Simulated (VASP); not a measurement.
# Mg (I4/mmm) in VASP: a series of runs

Aim: see how the results for Mg move with the level of theory and the settings. Levels: LDA, r2SCAN. Tasks: single point.

Program: VASP 6.6.1. These are calculated values, not measurements. Logs are shortened: lines on timing, memory, paths and dates and some standing lists are left out, and cuts for length are marked.

## (1) The cell of the first run

It takes space group I4/mmm (No. 139, tetragonal). Conventional cell: a = 3.622 Å, b = 3.622 Å, c = 3.313 Å, α = 90.00°, β = 90.00°, γ = 90.00°. Mg (site symmetry 4/mmm) has 14 Mg at 3.05 to 3.62 Å within 4.0 Å.

## (2) Single point, LDA

File INCAR:

```
PREC = Accurate ; ENCUT = 840
EDIFF = 1E-6 ; ISMEAR = -1
SIGMA = 0.05 ; LREAL = F
LASPH = T ; NELM = 120
ALGO = Normal ; ISIF = 2
LWAVE = F ; LCHARG = T
LELF = T ; LVHAR = T
NBANDS = 11 ; GGA_COMPAT = F
```

File KPOINTS:

```
Automatic mesh
0
Gamma
  11 11 11
```

File POSCAR:

```
Mg
1.0
   -1.8111778905      1.8111778905      1.6567065887
    1.8111778905     -1.8111778905      1.6567065887
    1.8111778905      1.8111778905     -1.6567065887
Mg
1
Direct
    0.0000000000      0.0000000000      0.0000000000
```

Potentials or basis: VASP PAW LDA potentials, release 64 (Mg_sv).

Run with:

```sh
$ cat potpaw_LDA.64/Mg_sv/POTCAR > POTCAR
$ mpirun -np 1 vasp_std > vasp.out
```

OUTCAR:

```text
PREC = Accurate
   ENCUT = 840
   EDIFF = 1E-6
   ISMEAR = -1
   LREAL = F
   LASPH = T
   NELM = 120
   ISIF = 2

 ion  position               nearest neighbor table
   1  0.000  0.000  0.000-

  LATTYP: Found a body centered tetragonal cell.
 ALAT       =     3.6223557810
 C/A-ratio  =     0.9147122419

  Lattice vectors:

 A1 = (  -1.8111778905,   1.8111778905,   1.6567065887)
 A2 = (   1.8111778905,  -1.8111778905,   1.6567065887)
 A3 = (   1.8111778905,   1.8111778905,  -1.6567065887)

Analysis of symmetry for initial positions (statically):
=====================================================================
 Subroutine PRICEL returns:
 Original cell was already a primitive cell.

 Routine SETGRP: Setting up the symmetry group for a
 body centered tetragonal supercell.

 Subroutine GETGRP returns: Found 16 space group operations
 (whereof 16 operations were pure point group operations)
 out of a pool of 16 trial point group operations.

The static configuration has the point symmetry D_4h.

Analysis of symmetry for dynamics (positions and initial velocities):
=====================================================================
 Subroutine PRICEL returns:
 Original cell was already a primitive cell.

 Routine SETGRP: Setting up the symmetry group for a
 body centered tetragonal supercell.

 Subroutine GETGRP returns: Found 16 space group operations
 (whereof 16 operations were pure point group operations)
 out of a pool of 16 trial point group operations.

The dynamic configuration has the point symmetry D_4h.

 Subroutine INISYM returns: Found 16 space group operations
 (whereof 16 operations are pure point group operations),
 and found     1 'primitive' translations

----------------------------------------------------------------------------------------

                                     Primitive cell

  volume of cell :      21.7384

  direct lattice vectors                    reciprocal lattice vectors
    -1.811177890  1.811177890  1.656706589     0.000000000  0.276063441  0.301803592
     1.811177890 -1.811177890  1.656706589     0.276063441  0.000000000  0.301803592
     1.811177890  1.811177890 -1.656706589     0.276063441  0.276063441  0.000000000

  length of vectors
     3.050476590  3.050476590  3.050476590     0.409018865  0.409018865  0.390412662

  position of ions in fractional coordinates (direct lattice)
     0.000000000  0.000000000  0.000000000

  ion indices of the primitive-cell ions
   primitive index   ion index
                 1           1

----------------------------------------------------------------------------------------

 KPOINTS: Automatic mesh

Automatic generation of k-mesh.
 Grid dimensions read from file:
 generate k-points for:   11   11   11

 Generating k-lattice:

  Cartesian coordinates                     Fractional coordinates (reciprocal lattice)
     0.000000000  0.025096676  0.027436690     0.090909091  0.000000000  0.000000000
     0.025096676  0.000000000  0.027436690     0.000000000  0.090909091  0.000000000
     0.025096676  0.025096676  0.000000000     0.000000000  0.000000000  0.090909091

  Length of vectors
     0.037183533  0.037183533  0.035492060

  Shift w.r.t. Gamma in fractional coordinates (k-lattice)
     0.000000000  0.000000000  0.000000000

 Subroutine IBZKPT returns following result:
 ===========================================

 Found    126 irreducible k-points:

 Following reciprocal coordinates:
            Coordinates               Weight
  0.000000  0.000000  0.000000      1.000000
  0.090909 -0.000000  0.000000      8.000000
  0.181818  0.000000 -0.000000      8.000000
  0.272727  0.000000 -0.000000      8.000000
  0.363636 -0.000000  0.000000      8.000000
  0.454545  0.000000 -0.000000      8.000000
[... 16 lines left out ...]
 -0.272727  0.181818  0.000000     16.000000
 -0.181818  0.181818  0.000000      4.000000
 [... further k-points ...]
   k-points           NKPTS =    126   k-points in BZ     NKDIM =    126   number of bands    NBANDS=     11
   number of dos      NEDOS =    301   number of ions     NIONS =      1
   total plane-waves  NPLWV =  27000
   dimension x,y,z NGX =    30 NGY =   30 NGZ =   30
   dimension x,y,z NGXF=    60 NGYF=   60 NGZF=   60
   ions per type =               1
   NGX,Y,Z   is equivalent  to a cutoff of  16.35, 16.35, 16.35 a.u.
   NGXF,Y,Z  is equivalent  to a cutoff of  32.70, 32.70, 32.70 a.u.
 SYSTEM =  unknown system
   PREC   = accura    normal or accurate (medium, high low for compatibility)
   ISTART =      0    job   : 0-new  1-cont  2-samecut
   ICHARG =      2    charge: 1-file 2-atom 10-const
   ISPIN  =      1    spin polarized calculation?
   LNONCOLLINEAR =      F non collinear calculations
   LSORBIT =      F    spin-orbit coupling
   LASPH  =      T    aspherical Exc in radial PAW
   ENCUT  =  840.0 eV  61.74 Ry    7.86 a.u.   7.21  7.21  7.21*2*pi/ulx,y,z
   NELM   =    120;   NELMIN=  2; NELMDL= -5     # of ELM steps
   EDIFF  = 0.1E-05   stopping-criterion for ELM
   LREAL  =      F    real-space projection
[... 7 lines left out ...]
   TEBEG  =    0.0;   TEEND  =   0.0 temperature during run
   PSTRESS=    0.0 pullay stress
   NELECT =      10.0000    total number of electrons
   NUPDOWN=      -1.0000    fix difference up-down
   EMIN   =  10.00;   EMAX   =-10.00  energy-range for DOS
   EFERMI =   0.00;   METHOD = LEGACY
   ISMEAR =    -1;   SIGMA  =   0.05  broadening in eV -4-tet -1-fermi 0-gaus
   EFERMI_NEDOS =   21; number of points for ismear=-14 and -15
   IALGO  =     38    algorithm
   IMIX   =      4    mixing-type and parameters
     AMIX     =   0.40;   BMIX     =  1.00
     AMIX_MAG =   1.60;   BMIX_MAG =  1.00
  volume/ion in A,a.u.               =      21.74       146.70
  Fermi-wavevector in a.u.,A,eV,Ry     =   1.263763  2.388165 21.729815  1.597096
  Thomas-Fermi vector in A             =   2.397103
   LORBIT       =      0    0 simple, 1 ext, 2 COOP (PROOUT), +10 PAW based schemes
   GGA     = CA    functional components
   LHFCALC =     F    Hartree Fock is set to
   AEXX    =    0.0000 exact exchange contribution
   IVDW    =     0    specifies the selected vdW correction
   LEPSILON=     F    determine dielectric tensor
   LRPA    =     F    only Hartree local field effects (RPA)
 non-spin polarized calculation
  energy-cutoff  :      840.00
  volume of cell :       21.74
 maximum number of plane-waves:      1220
 NGX is ok and might be reduce to    30
   NGX = 15   NGY = 15   NGZ = 15

 number of electron      10.0000000 magnetization

 Free energy of the ion-electron system (eV)
  ---------------------------------------------------
  ext. energy  EPLUGINS =         0.00000000
  ---------------------------------------------------
  free energy    TOTEN  =        -1.74387445 eV

  energy without entropy =       -1.74046585  energy(sigma->0) =       -1.74217015

 E-fermi :   2.5393     XC(G=0):  -9.1505

 val. band max:        2.4880763329   @ k =   0.3636   0.3636   0.0000
 cond. band min:       2.5804827464   @ k =  -0.2727  -0.4545   0.2727
 fundamental gap:      0.0924064135
 Fermi energy:         2.5392550306

 k-point     1 :       0.0000    0.0000    0.0000
  band No.  band energies     occupation
      1     -72.6543      2.00000
      2     -40.1258      2.00000
      3     -40.1258      2.00000
      4     -40.1160      2.00000
      5      -4.6508      2.00000
      6      14.6404      0.00000
      7      16.5199      0.00000
      8      16.5199      0.00000
      9      16.9340      0.00000
     10      17.1857      0.00000
     11      17.1857      0.00000

 k-point     2 :       0.0909   -0.0000    0.0000
  band No.  band energies     occupation
      1     -72.6540      2.00000
      2     -40.1277      2.00000
      3     -40.1270      2.00000
      4     -40.1176      2.00000
      5      -4.4419      2.00000
      6      13.8676      0.00000
      7      14.3782      0.00000
      8      15.5054      0.00000
      9      15.6731      0.00000
     10      17.5993      0.00000
     11      18.2833      0.00000

 k-point     3 :       0.1818    0.0000   -0.0000
  band No.  band energies     occupation
      1     -72.6530      2.00000
      2     -40.1345      2.00000
      3     -40.1303      2.00000
      4     -40.1200      2.00000
      5      -3.8187      2.00000
      6      11.0907      0.00000
      7      12.7431      0.00000
      8      14.0601      0.00000
      9      14.4512      0.00000
     10      16.4059      0.00000
     11      19.0229      0.00000

 k-point     4 :       0.2727    0.0000   -0.0000
  band No.  band energies     occupation
      1     -72.6517      2.00000
      2     -40.1454      2.00000
      3     -40.1346      2.00000
      4     -40.1213      2.00000
      5      -2.7906      2.00000
      6       7.9653      0.00000
      7      11.8296      0.00000
      8      12.8983      0.00000
      9      13.4959      0.00000
     10      15.3852      0.00000
     11      19.7259      0.00000
[... 239 lines left out ...]
 k-point    22 :      -0.3636    0.1818    0.0000
  band No.  band energies     occupation
      1     -72.6512      2.00000
      2     -40.1512      2.00000
      3     -40.1319      2.00000
      4     -40.1236      2.00000
      5      -2.3240      2.00000
      6       7.3277      0.00000
      7       8.9665      0.00000
      8      12.6692      0.00000
      9      15.2726      0.00000
     10      18.0096      0.00000
     11      20.0088      0.00000

 k-point    23 :      -0.2727    0.1818    0.0000
  band No.  band energies     occupation
      1     -72.6524      2.00000
      2     -40.1445      2.00000
      3     -40.1267      2.00000
      4     -40.1218      2.00000
      5      -3.3098      2.00000
      6       8.3929      0.00000
      7      11.9776      0.00000
      8      13.8548      0.00000
      9      15.8541      0.00000
     10      17.0336      0.00000
     11      18.7750      0.00000

 k-point    24 :      -0.1818    0.1818    0.0000
  band No.  band energies     occupation
      1     -72.6532      2.00000
      2     -40.1382      2.00000
      3     -40.1254      2.00000
      4     -40.1196      2.00000
      5      -3.8923      2.00000
      6       9.7336      0.00000
      7      14.6061      0.00000
      8      14.8734      0.00000
      9      15.9324      0.00000
     10      16.3104      0.00000
     11      17.8200      0.00000

 [... further k-points ...]

------------------------ aborting loop because EDIFF is reached ----------------------------------------

  FORCE on cell =-STRESS in cart. coord.  units (eV):
  Direction    XX          YY          ZZ          XY          YZ          ZX
  --------------------------------------------------------------------------------------
  -------------------------------------------------------------------------------------
  Total       -0.1225773     -0.1225773     -0.0784590      0.0000000      0.0000000      0.0000000
  in kB       -9.0342647     -9.0342647     -5.7826334      0.0000000      0.0000000      0.0000000
  external PRESSURE =      -7.9503876 kB  Pullay stress =       0.0000000 kB

 VOLUME and BASIS-vectors are now :
 -----------------------------------------------------------------------------
  energy-cutoff  :      840.00
  volume of cell :       21.74
      direct lattice vectors                 reciprocal lattice vectors
    -1.811177890  1.811177890  1.656706589     0.000000000  0.276063441  0.301803592
     1.811177890 -1.811177890  1.656706589     0.276063441  0.000000000  0.301803592
     1.811177890  1.811177890 -1.656706589     0.276063441  0.276063441  0.000000000

 POSITION                                       TOTAL-FORCE (eV/Angst)
 -----------------------------------------------------------------------------------
      0.00000      0.00000      0.00000        -0.000000      0.000000     -0.000000
 -----------------------------------------------------------------------------------
    total drift:                               -0.000000     -0.000000      0.000000

  FREE ENERGIE OF THE ION-ELECTRON SYSTEM (eV)
  ---------------------------------------------------
  free  energy   TOTEN  =        -1.7438744522 eV

  energy  without entropy=       -1.7404658533  energy(sigma->0) =       -1.74217015
```

Run time: 19 s. Hardware: 1 thread of Intel Xeon 6975P-C (Granite Rapids), shared host; peak memory 0.18 GiB.

What came out:

- Free energy: -1.7439 eV
- Pressure: -0.8 GPa
- Band gap on the k mesh: zero (bands 5 and 6 overlap by 4.41 eV)

Stress tensor (GPa, compression positive):
```
-0.90  0.00  0.00
 0.00 -0.90  0.00
 0.00  0.00 -0.58
```

## (3) Single point, LDA

This run uses another cell than the first one, of 21.29 Å³/atom.

File INCAR:

```
PREC = Accurate ; ENCUT = 840
EDIFF = 1E-6 ; ISMEAR = -1
SIGMA = 0.05 ; LREAL = False
LASPH = True ; NELM = 120
ALGO = Normal ; ISIF = 2
LWAVE = False ; LCHARG = False
NBANDS = 11 ; GGA_COMPAT = False
```

File KPOINTS:

```
regular mesh
0
Gamma
  11 11 11
```

File POSCAR:

```
Mg
1.0
   -1.7985118965      1.7985118965      1.6451208489
    1.7985118965     -1.7985118965      1.6451208489
    1.7985118965      1.7985118965     -1.6451208489
Mg
1
Direct
    0.0000000000      0.0000000000      0.0000000000
```

Potentials or basis: VASP PAW LDA potentials, release 64 (Mg_sv).

Run with:

```sh
$ cat potpaw_LDA.64/Mg_sv/POTCAR > POTCAR
$ mpirun -np 1 vasp_std > vasp.out
```

It took 38 s on 1 thread of Intel Xeon Platinum 8375C at 2.90GHz (Ice Lake), shared host; peak memory 0.18 GiB.

It converged, with:

- Free energy: -1.7428 eV
- Pressure: 0.1 GPa
- Band gap on the k mesh: zero (bands 5 and 6 overlap by 4.43 eV)

Stress tensor (GPa, compression positive):
```
-0.11  0.00  0.00
 0.00 -0.11  0.00
 0.00  0.00  0.39
```

Levels at points of the mesh, in eV from the Fermi level:
| k point | band 3 | band 4 | band 5 | band 6 | band 7 | band 8 |
| --- | --- | --- | --- | --- | --- | --- |
| (0.00, 0.00, 0.00) | -42.64 | -42.63 | -7.29 | 12.22 | 14.13 | 14.13 |

## (4) Single point, r2SCAN

This run uses another cell than the first one, of 22.19 Å³/atom.

File POSCAR:

```
Mg
1.0
   -1.8236691672      1.8236691672      1.6681325125
    1.8236691672     -1.8236691672      1.6681325125
    1.8236691672      1.8236691672     -1.6681325125
Mg
1
Direct
    0.0000000000      0.0000000000      0.0000000000
```

File INCAR.step1:

```
PREC     = Accurate       # precision mode
ENCUT    = 920            # plane-wave cutoff, eV
ISMEAR   = 0              # smearing method
SIGMA    = 0.01           # smearing width, eV
LREAL    = F              # projectors in reciprocal space
LASPH    = T              # aspherical terms in the spheres
NELM     = 120            # most SCF steps
NBANDS   = 11             # bands
GGA      = PE             # functional
ALGO     = Normal         # electronic algorithm
EDIFF    = 1E-5           # SCF threshold, eV
LWAVE    = T              # write WAVECAR
LCHARG   = F              # write CHGCAR
GGA_COMPAT= F
```

File INCAR.step2:

```
PREC     = Accurate       # precision mode
ENCUT    = 920            # plane-wave cutoff, eV
EDIFF    = 1E-6           # SCF threshold, eV
ISMEAR   = 0              # smearing method
SIGMA    = 0.01           # smearing width, eV
LREAL    = F              # projectors in reciprocal space
LASPH    = T              # aspherical terms in the spheres
NELM     = 120            # most SCF steps
ALGO     = Normal         # electronic algorithm
ISIF     = 2              # what is computed and relaxed
LWAVE    = F              # write WAVECAR
LCHARG   = F              # write CHGCAR
METAGGA  = R2SCAN         # meta-GGA
LMIXTAU  = T            
NBANDS   = 11             # bands
ISTART   = 1            
GGA_COMPAT= F
```

KPOINTS is that of step 3.

Potentials or basis: VASP PAW PBE potentials, release 64 (Mg_sv).

Run with:

```sh
$ cat potpaw_PBE.64/Mg_sv/POTCAR > POTCAR
$ cp INCAR.step1 INCAR
$ mpirun -np 1 vasp_std > vasp.out
$ cp INCAR.step2 INCAR
$ mpirun -np 1 vasp_std > vasp.out
```

Run time: 2 min. Hardware: 1 thread of Intel Xeon 6975P-C (Granite Rapids), shared host; peak memory 0.2 GiB.

It converged, with:

* Free energy: -4.1475 eV
* Pressure: 0.9 GPa
* Band gap on the k mesh: zero (bands 5 and 6 overlap by 4.43 eV)

Stress tensor (GPa, compression positive):
```
0.14 0.00 0.00
0.00 0.14 0.00
0.00 0.00 2.37
```

Levels at points of the mesh, in eV from the Fermi level:
| k point | band 3 | band 4 | band 5 | band 6 | band 7 | band 8 |
| --- | --- | --- | --- | --- | --- | --- |
| (0.00, 0.00, 0.00) | -44.16 | -44.15 | -7.60 | 12.85 | 14.88 | 14.88 |

Caveat: the PAW data sets were made with another functional, which shifts forces and pressure a little.

(Continued in part 2 of 3.)

The gap in the log of VASP goes by the Fermi energy; the results here count the filled bands.